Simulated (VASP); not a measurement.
# Mo (I4/mmm) in VASP: notebook, part 2 of 2

VASP 6.6.1. The steps go on from the part before.

## Step 3: Single point, PBE (strain -0.0250 x Voigt [1, 0, 0, 0, 0, 0])

INCAR reads:

```
SYSTEM = Mo
PREC     = Accurate       ! precision mode
ENCUT    = 520            ! plane-wave cutoff, eV
EDIFF    = 1E-6           ! SCF threshold, eV
ISMEAR   = 0              ! smearing method
SIGMA    = 0.15           ! smearing width, eV
LREAL    = .False.        ! projectors in reciprocal space
LASPH    = .True.         ! aspherical terms in the spheres
NELM     = 100            ! most SCF steps
ALGO     = Fast           ! electronic algorithm
ISIF     = 2              ! what is computed and relaxed
LWAVE    = .False.        ! write WAVECAR
LCHARG   = .False.        ! write CHGCAR
GGA      = PE             ! functional
NBANDS   = 13             ! bands
```

KPOINTS reads:

```
regular mesh
0
Gamma
  22 22 22
  0 0 0
```

POSCAR reads:

```
Mo
1.0
   -1.5317250000      1.5710000000      1.5710000000
    1.5317250000     -1.5710000000      1.5710000000
    1.5317250000      1.5710000000     -1.5710000000
Mo
1
Direct
    0.0000000000      0.0000000000      0.0000000000
```

Potentials or basis: VASP PAW PBE potentials, release 64 (Mo_sv).

Command:

```bash
cat potpaw_PBE.64/Mo_sv/POTCAR > POTCAR
mpirun -np 1 vasp_std > vasp.out
```

OUTCAR:

```text
SYSTEM = Mo
   PREC = Accurate
   ENCUT = 520
   EDIFF = 1E-6
   ISMEAR = 0
   LREAL = .False.
   LASPH = .True.
   NELM = 100
   ISIF = 2
   GGA = PE

 ion  position               nearest neighbor table
   1  0.000  0.000  0.000-

  LATTYP: Found a body centered tetragonal cell.
 ALAT       =     3.1420000000
 C/A-ratio  =     0.9750000000

  Lattice vectors:

 A1 = (  -1.5317250000,   1.5710000000,  -1.5710000000)
 A2 = (  -1.5317250000,  -1.5710000000,   1.5710000000)
 A3 = (   1.5317250000,   1.5710000000,   1.5710000000)

Analysis of symmetry for initial positions (statically):
=====================================================================
 Subroutine PRICEL returns:
 Original cell was already a primitive cell.

 Routine SETGRP: Setting up the symmetry group for a
 body centered tetragonal supercell.

 Subroutine GETGRP returns: Found 16 space group operations
 (whereof 16 operations were pure point group operations)
 out of a pool of 16 trial point group operations.

The static configuration has the point symmetry D_4h.

Analysis of symmetry for dynamics (positions and initial velocities):
=====================================================================
 Subroutine PRICEL returns:
 Original cell was already a primitive cell.

 Routine SETGRP: Setting up the symmetry group for a
 body centered tetragonal supercell.

 Subroutine GETGRP returns: Found 16 space group operations
 (whereof 16 operations were pure point group operations)
 out of a pool of 16 trial point group operations.

The dynamic configuration has the point symmetry D_4h.

 Subroutine INISYM returns: Found 16 space group operations
 (whereof 16 operations are pure point group operations),
 and found     1 'primitive' translations

----------------------------------------------------------------------------------------

                                     Primitive cell

  volume of cell :      15.1214

  direct lattice vectors                    reciprocal lattice vectors
    -1.531725000  1.571000000  1.571000000     0.000000000  0.318268619  0.318268619
     1.531725000 -1.571000000  1.571000000     0.326429353  0.000000000  0.318268619
[... 115 lines left out ...]
 RMM-DIIS sequential band-by-band and
 Gauss-broadening in eV      SIGMA  =   0.15
  energy-cutoff  :      520.00
  volume of cell :       15.12
 maximum number of plane-waves:       422
   NGX =  9   NGY =  9   NGZ =  9

 number of electron      13.9999997 magnetization

 Free energy of the ion-electron system (eV)
  ---------------------------------------------------
  ext. energy  EPLUGINS =         0.00000000
  ---------------------------------------------------
  free energy    TOTEN  =       -10.90398398 eV

  energy without entropy =      -10.89692707  energy(sigma->0) =      -10.90045553

 E-fermi :  13.1346     XC(G=0): -13.5781

 val. band max:       13.1330885496   @ k =   0.0909   0.3636  -0.0000
 cond. band min:      13.1355330309   @ k =   0.3636  -0.2273   0.1818
 fundamental gap:      0.0024444813
 Fermi energy:        13.1345532253

 k-point     1 :       0.0000    0.0000    0.0000
  band No.  band energies     occupation
      1     -48.1485      2.00000
      2     -21.3378      2.00000
      3     -21.3378      2.00000
      4     -21.3264      2.00000
      5       5.7938      2.00000
      6      11.5081      2.00000
      7      11.8170      2.00000
      8      11.8170      2.00000
      9      14.6503      0.00000
     10      15.0522      0.00000
     11      27.8550      0.00000
     12      27.8550      0.00000
     13      28.3619      0.00000
[... 354 lines left out ...]
  band No.  band energies     occupation
      1     -48.1248      2.00000
      2     -21.4644      2.00000
      3     -21.3791      2.00000
      4     -21.3341      2.00000
      5       6.1709      2.00000
      6      11.4117      2.00000
      7      11.7618      2.00000
      8      12.0532      2.00000
      9      14.5516      0.00000
     10      14.8760      0.00000
     11      28.3011      0.00000
     12      28.5023      0.00000
     13      28.9186      0.00000

 [... further k-points ...]

------------------------ aborting loop because EDIFF is reached ----------------------------------------

  FORCE on cell =-STRESS in cart. coord.  units (eV):
  Direction    XX          YY          ZZ          XY          YZ          ZX
  --------------------------------------------------------------------------------------
  -------------------------------------------------------------------------------------
  Total        1.7527908      0.9577272      0.9577272      0.0000000      0.0000000      0.0000000
  in kB      185.7152241    101.4750446    101.4750446      0.0000000      0.0000000      0.0000000
  external PRESSURE =     129.5551045 kB  Pullay stress =       0.0000000 kB

 VOLUME and BASIS-vectors are now :
 -----------------------------------------------------------------------------
  energy-cutoff  :      520.00
  volume of cell :       15.12
      direct lattice vectors                 reciprocal lattice vectors
    -1.531725000  1.571000000  1.571000000     0.000000000  0.318268619  0.318268619
     1.531725000 -1.571000000  1.571000000     0.326429353  0.000000000  0.318268619
     1.531725000  1.571000000 -1.571000000     0.326429353  0.318268619  0.000000000

 POSITION                                       TOTAL-FORCE (eV/Angst)
 -----------------------------------------------------------------------------------
      0.00000      0.00000      0.00000         0.000000     -0.000000      0.000000
 -----------------------------------------------------------------------------------
    total drift:                                0.000000     -0.000000      0.000000

  FREE ENERGIE OF THE ION-ELECTRON SYSTEM (eV)
  ---------------------------------------------------
  free  energy   TOTEN  =       -10.9039839846 eV

  energy  without entropy=      -10.8969270714  energy(sigma->0) =      -10.90045553
```

OSZICAR:

```text
N       E                     dE             d eps       ncg     rms          rms(c)
DAV:   1     0.921485314449E+02    0.92149E+02   -0.80807E+03 21865   0.111E+03
DAV:   2    -0.103762225960E+02   -0.10252E+03   -0.98688E+02 24869   0.312E+02
DAV:   3    -0.115264273196E+02   -0.11502E+01   -0.11468E+01 24259   0.329E+01
DAV:   4    -0.115290038014E+02   -0.25765E-02   -0.25764E-02 24489   0.189E+00
DAV:   5    -0.115290200446E+02   -0.16243E-04   -0.16243E-04 24549   0.133E-01    0.159E+01
RMM:   6    -0.109853020681E+02    0.54372E+00   -0.62863E-01 21772   0.750E+00    0.494E+00
RMM:   7    -0.109068191975E+02    0.78483E-01   -0.19763E-01 22287   0.416E+00    0.995E-01
RMM:   8    -0.109041647816E+02    0.26544E-02   -0.10048E-02 24190   0.111E+00    0.148E-01
RMM:   9    -0.109039961933E+02    0.16859E-03   -0.10407E-03 24490   0.341E-01    0.474E-02
RMM:  10    -0.109039855053E+02    0.10688E-04   -0.16564E-04 25121   0.142E-01    0.144E-02
RMM:  11    -0.109039839826E+02    0.15227E-05   -0.15310E-05 24675   0.469E-02    0.160E-03
RMM:  12    -0.109039839846E+02   -0.20091E-08   -0.36032E-06 18531   0.190E-02
   1 F= -.10903984E+02 E0= -.10900456E+02  d E =-.705691E-02
```

stdout:

```text
POSCAR found type information on POSCAR Mo
 POSCAR found :  1 types and       1 ions
 scaLAPACK will be used
 LDA part: xc-table for (Slater+PW92), standard interpolation
 POSCAR, INCAR and KPOINTS ok, starting setup
 FFT: planning ... GRIDC
 FFT: planning ... GRID_SOFT
 FFT: planning ... GRID
 WAVECAR not read
 entering main loop
```

It took 2.6 min on 1 thread of Intel Xeon 8259CL, shared host; peak memory 0.26 GiB.

What came out:

| Quantity | Value |
| --- | --- |
| Free energy | -10.9040 eV |
| Pressure | 13.0 GPa |
| Band gap on the k mesh | zero (bands 7 and 8 overlap by 5.49 eV) |

Stress tensor (GPa, compression positive):
```
18.57  0.00  0.00
 0.00 10.15  0.00
 0.00  0.00 10.15
```

Levels at points of the mesh, in eV from the Fermi level:
| k point | band 3 | band 4 | band 5 | band 6 | band 7 | band 8 | band 9 | band 10 | band 11 | band 12 |
| --- | --- | --- | --- | --- | --- | --- | --- | --- | --- | --- |
| (0.00, 0.00, 0.00) | -34.47 | -34.46 | -7.34 | -1.63 | -1.32 | -1.32 | 1.52 | 1.92 | 14.72 | 14.72 |
| (0.50, 0.00, 0.00) | -34.93 | -34.47 | -5.50 | -3.34 | 1.51 | 1.62 | 2.30 | 4.94 | 12.01 | 12.09 |
| (0.00, 0.50, 0.00) | -34.97 | -34.49 | -5.54 | -3.67 | 1.83 | 1.84 | 2.56 | 5.00 | 12.00 | 12.26 |
| (0.50, 0.50, 0.50) | -35.56 | -35.48 | -5.73 | -5.66 | 4.15 | 4.15 | 4.24 | 9.11 | 9.11 | 9.78 |

Caveat: the cell differs from its parent crystal (strain -0.0250 x Voigt [1, 0, 0, 0, 0, 0]); the stress differs along the axes, from 10 to 19 GPa.

## Step 4: Single point, PBE (strain +0.0250 x Voigt [1, 0, 0, 0, 0, 0])

INCAR reads:

```
ALGO = Fast ; EDIFF = 1E-7
ENCUT = 520 ; GGA = PE
ISIF = 2 ; ISMEAR = 0
LASPH = True ; LCHARG = False
LREAL = False ; LWAVE = False
NBANDS = 13 ; NELM = 100
PREC = Accurate ; SIGMA = 0.15
```

KPOINTS reads:

```
k-points
0
Gamma
  22 22 22
```

POSCAR reads:

```
Mo
1.0
   -1.6102750000      1.5710000000      1.5710000000
    1.6102750000     -1.5710000000      1.5710000000
    1.6102750000      1.5710000000     -1.5710000000
Mo
1
Direct
    0.0000000000      0.0000000000      0.0000000000
```

Command:

```bash
cat potpaw_PBE.64/Mo_sv/POTCAR > POTCAR
mpirun -np 1 vasp_std > vasp.out
```

Run time: 2.9 min. Hardware: 1 thread of Intel Xeon 8259CL, shared host; peak memory 0.26 GiB.

Results (log left out):

```yaml
Free_energy: -10.9318 eV
Pressure: -1.2 GPa
Band_gap_on_the_k_mesh: zero (bands 7 and 8 overlap by 5.00 eV)
```

Stress tensor (GPa, compression positive):
```
-5.88  0.00  0.00
 0.00  1.21  0.00
 0.00  0.00  1.21
```

Levels at points of the mesh, in eV from the Fermi level:
| k point | band 5 | band 6 | band 7 | band 8 | band 9 | band 10 |
| --- | --- | --- | --- | --- | --- | --- |
| (0.00, 0.00, 0.00) | -7.17 | -1.41 | -1.41 | -1.13 | 1.46 | 1.81 |
| (0.50, 0.00, 0.00) | -5.23 | -3.50 | 1.71 | 1.89 | 2.39 | 4.67 |
| (0.00, 0.50, 0.00) | -5.20 | -3.21 | 1.50 | 1.51 | 2.27 | 4.61 |
| (0.50, 0.50, 0.50) | -5.33 | -5.27 | 3.84 | 3.93 | 3.93 | 8.52 |

Caveat: the cell differs from its parent crystal (strain +0.0250 x Voigt [1, 0, 0, 0, 0, 0]); the stress differs along the axes, from -6 to 1 GPa.

## Step 5: Single point, PBE (strain +0.0500 x Voigt [1, 0, 0, 0, 0, 0])

INCAR reads:

```
  PREC = Accurate
  ENCUT = 520
  EDIFF = 1E-6
  ISMEAR = 0
  SIGMA = 0.15
  LREAL = F
  LASPH = T
  NELM = 100
  ALGO = Fast
  ISIF = 2
  LWAVE = F
  LCHARG = F
  GGA = PE
  NBANDS = 13
```

KPOINTS reads:

```
regular mesh
0
Gamma
  22 22 22
```

POSCAR reads:

```
Mo
1.0
   -1.6495500000      1.5710000000      1.5710000000
    1.6495500000     -1.5710000000      1.5710000000
    1.6495500000      1.5710000000     -1.5710000000
Mo
1
Direct
    0.0000000000      0.0000000000      0.0000000000
```

Potentials or basis: VASP PAW PBE potentials, release 64 (Mo_sv).

Command:

```bash
cat potpaw_PBE.64/Mo_sv/POTCAR > POTCAR
mpirun -np 1 vasp_std > vasp.out
```

OUTCAR:

```text
PREC = Accurate
   ENCUT = 520
   EDIFF = 1E-6
   ISMEAR = 0
   LREAL = F
   LASPH = T
   NELM = 100
   ISIF = 2
   GGA = PE

 ion  position               nearest neighbor table
   1  0.000  0.000  0.000-

  LATTYP: Found a body centered tetragonal cell.
 ALAT       =     3.1420000000
 C/A-ratio  =     1.0500000000

  Lattice vectors:

 A1 = (  -1.6495500000,   1.5710000000,  -1.5710000000)
 A2 = (  -1.6495500000,  -1.5710000000,   1.5710000000)
 A3 = (   1.6495500000,   1.5710000000,   1.5710000000)

Analysis of symmetry for initial positions (statically):
=====================================================================
 Subroutine PRICEL returns:
 Original cell was already a primitive cell.

 Routine SETGRP: Setting up the symmetry group for a
 body centered tetragonal supercell.

 Subroutine GETGRP returns: Found 16 space group operations
 (whereof 16 operations were pure point group operations)
 out of a pool of 16 trial point group operations.

The static configuration has the point symmetry D_4h.

Analysis of symmetry for dynamics (positions and initial velocities):
=====================================================================
 Subroutine PRICEL returns:
 Original cell was already a primitive cell.

 Routine SETGRP: Setting up the symmetry group for a
 body centered tetragonal supercell.

 Subroutine GETGRP returns: Found 16 space group operations
 (whereof 16 operations were pure point group operations)
 out of a pool of 16 trial point group operations.

The dynamic configuration has the point symmetry D_4h.

 Subroutine INISYM returns: Found 16 space group operations
 (whereof 16 operations are pure point group operations),
 and found     1 'primitive' translations

----------------------------------------------------------------------------------------

                                     Primitive cell

  volume of cell :      16.2846

[... 113 lines left out ...]
   AEXX    =    0.0000 exact exchange contribution
   IVDW    =     0    specifies the selected vdW correction
   LEPSILON=     F    determine dielectric tensor
   LRPA    =     F    only Hartree local field effects (RPA)
 non-spin polarized calculation
 RMM-DIIS sequential band-by-band and
 Gauss-broadening in eV      SIGMA  =   0.15
  energy-cutoff  :      520.00
  volume of cell :       16.28
 maximum number of plane-waves:       454
 NGX is ok and might be reduce to    24
   NGX = 11   NGY = 11   NGZ = 11

 number of electron      14.0000000 magnetization

 Free energy of the ion-electron system (eV)
  ---------------------------------------------------
  ext. energy  EPLUGINS =         0.00000000
  ---------------------------------------------------
  free energy    TOTEN  =       -10.90594643 eV

  energy without entropy =      -10.89847447  energy(sigma->0) =      -10.90221045

 E-fermi :  11.9383     XC(G=0): -13.1605

 val. band max:       11.9320783235   @ k =  -0.3182   0.3182   0.2273
 cond. band min:      11.9520895254   @ k =   0.2273  -0.1364   0.0909
 fundamental gap:      0.0200112020
 Fermi energy:        11.9382934405

 k-point     1 :       0.0000    0.0000    0.0000
  band No.  band energies     occupation
      1     -49.3317      2.00000
      2     -22.6947      2.00000
      3     -22.6826      2.00000
      4     -22.6826      2.00000
      5       4.8498      2.00000
      6      10.5093      2.00000
      7      10.5093      2.00000
      8      11.0197      2.00000
      9      13.1837      0.00000
     10      13.8314      0.00000
     11      26.1474      0.00000
     12      27.0380      0.00000
     13      27.0380      0.00000
[... 354 lines left out ...]
  band No.  band energies     occupation
      1     -49.3145      2.00000
      2     -22.7927      2.00000
      3     -22.7132      2.00000
      4     -22.6884      2.00000
      5       5.1888      2.00000
      6      10.4853      2.00000
      7      10.4958      2.00000
      8      11.1706      2.00000
      9      13.0046      0.00000
     10      13.7535      0.00000
     11      26.5981      0.00000
     12      27.4046      0.00000
     13      27.6049      0.00000

 [... further k-points ...]

------------------------ aborting loop because EDIFF is reached ----------------------------------------

  FORCE on cell =-STRESS in cart. coord.  units (eV):
  Direction    XX          YY          ZZ          XY          YZ          ZX
  --------------------------------------------------------------------------------------
  -------------------------------------------------------------------------------------
  Total       -1.5557967     -0.2437353     -0.2437353     -0.0000000      0.0000000      0.0000000
  in kB     -153.0684180    -23.9801066    -23.9801066     -0.0000000      0.0000000      0.0000000
  external PRESSURE =     -67.0095437 kB  Pullay stress =       0.0000000 kB

 VOLUME and BASIS-vectors are now :
 -----------------------------------------------------------------------------
  energy-cutoff  :      520.00
  volume of cell :       16.28
      direct lattice vectors                 reciprocal lattice vectors
    -1.649550000  1.571000000  1.571000000     0.000000000  0.318268619  0.318268619
     1.649550000 -1.571000000  1.571000000     0.303112970  0.000000000  0.318268619
     1.649550000  1.571000000 -1.571000000     0.303112970  0.318268619  0.000000000

 POSITION                                       TOTAL-FORCE (eV/Angst)
 -----------------------------------------------------------------------------------
      0.00000      0.00000      0.00000        -0.000000      0.000000     -0.000000
 -----------------------------------------------------------------------------------
    total drift:                               -0.000000      0.000000      0.000000

  FREE ENERGIE OF THE ION-ELECTRON SYSTEM (eV)
  ---------------------------------------------------
  free  energy   TOTEN  =       -10.9059464261 eV

  energy  without entropy=      -10.8984744668  energy(sigma->0) =      -10.90221045
```

Wall time 3 min (1 thread of Intel Xeon 8259CL, shared host); peak memory 0.28 GiB.

Results:

```yaml
Free_energy: -10.9059 eV
Pressure: -6.7 GPa
Band_gap_on_the_k_mesh: zero (bands 7 and 8 overlap by 4.66 eV)
```

Caveat: the cell differs from its parent crystal (strain +0.0500 x Voigt [1, 0, 0, 0, 0, 0]); the stress differs along the axes, from -15 to -2 GPa.

## Step 6: Summary

| cell | further INCAR settings | gap on the mesh (eV) | pressure (GPa) |
| --- | --- | --- | --- |
| a = 2.676 Å, angles 112.2, 108.1, 108.1°, 1 atom | ALGO = Fast; EDIFF = 1e-06; NBANDS = 13 | none | 21.8 |
| a = 2.699 Å, angles 110.8, 108.8, 108.8°, 1 atom | ALGO = Fast; EDIFF = 1e-06; NBANDS = 13 | none | 13.0 |
| a = 2.744 Å, angles 108.1, 110.1, 110.1°, 1 atom | ALGO = Fast; EDIFF = 1e-07; NBANDS = 13 | none | -1.2 |
| a = 2.767 Å, angles 106.8, 110.8, 110.8°, 1 atom | ALGO = Fast; EDIFF = 1e-06; NBANDS = 13 | none | -6.7 |

Alike in all rows: task single point; level PBE; potentials or basis VASP PAW PBE potentials, release 64 (Mo_sv); no spin polarisation; k mesh 22 × 22 × 22; cutoff (eV) 520; smearing gaussian 0.15 eV.

Caveats: the stress differs along the axes, from 16 to 34 GPa (at least some runs); the stress differs along the axes, from 10 to 19 GPa (at least some runs); the stress differs along the axes, from -6 to 1 GPa (at least some runs); the stress differs along the axes, from -15 to -2 GPa (at least some runs).

Total energies depend on the potentials used, so only differences within one code and one set of settings carry meaning.

The gap in the log of VASP goes by the Fermi energy; the results here count the filled bands.